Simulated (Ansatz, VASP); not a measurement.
**One calculation of BN, two programs**

File INCAR:

```
PREC = Accurate
ENCUT = 520
EDIFF = 1E-6
ISMEAR = 0
SIGMA = 0.05
LREAL = False
LASPH = True
NELM = 100
ALGO = Normal
ISIF = 2
LWAVE = False
LCHARG = False
GGA = PE
NBANDS = 16
```

Contents of KPOINTS:

```
regular mesh
0
Gamma
  12 12 6
```

POSCAR

```
BN
1.0
    2.5545800960      0.0000000000      0.0000000000
   -1.2772900480      2.2123312591      0.0000000000
    0.0000000000      0.0000000000      4.2245145352
B N
2 2
Direct
    0.6666666667      0.3333333333      0.9939665855
    0.3333333333      0.6666666667      0.5056451239
    0.6666666667      0.3333333333      0.6340709049
    0.3333333333      0.6666666667      0.1163173857
```

Input for Ansatz:

```yaml
crystal:
  lattice:
    - [2.554580096, 0.0, 0.0]
    - [-1.277290048, 2.2123312591, 0.0]
    - [0.0, 0.0, 4.2245145352]
  atoms:
    - { symbol: B, position: [0.6666666667, 0.3333333333, 0.9939665855] }
    - { symbol: B, position: [0.3333333333, 0.6666666667, 0.5056451239] }
    - { symbol: "N", position: [0.6666666667, 0.3333333333, 0.6340709049] }
    - { symbol: "N", position: [0.3333333333, 0.6666666667, 0.1163173857] }
basis:
  ecutwfc: 420
kpoints:
  mp_grid: { grid: [12, 12, 6] }
hamiltonian:
  xc: pbe
scf:
  occupations: { method: gaussian, width: 0.05 }
output:
  forces: true
  stress: true
  eigenvalues: true
```

Change from the starting cell: mode 8 (949.4 1/cm) frozen in, largest displacement +0.037 Å.

Alike in both runs: task single point; functional PBE; k mesh 12 × 12 × 6; occupations gaussian, width 0.05 eV; no spin polarisation.

|  | VASP | Ansatz |
| --- | --- | --- |
| version | VASP 6.6.1 | Ansatz 0.2.0 |
| potentials or method | VASP PAW PBE potentials, release 64 (B, N), cutoff 520 eV | scalar-relativistic, plane waves, PAW |
| valence electrons in the cell | 16 | 16 |

|  | VASP | Ansatz | Ansatz less VASP |
| --- | --- | --- | --- |
| gap on the k mesh at the Fermi level (eV) | 5.19 | 5.21 | +0.016 |
| least direct gap on the mesh (eV) | 8.19 | 8.19 | +0.006 |
| pressure (GPa) | 1.5 | 1.3 | -0.24 |
| traceless stress, the component that is largest in VASP (GPa) | 2.21 | 2.23 | +0.020 |
| rms of the force components (eV/Å) | 0.818 | 0.813 | -0.0056 |

Atom by atom the forces differ by 0.006 eV/Å (rms over components).
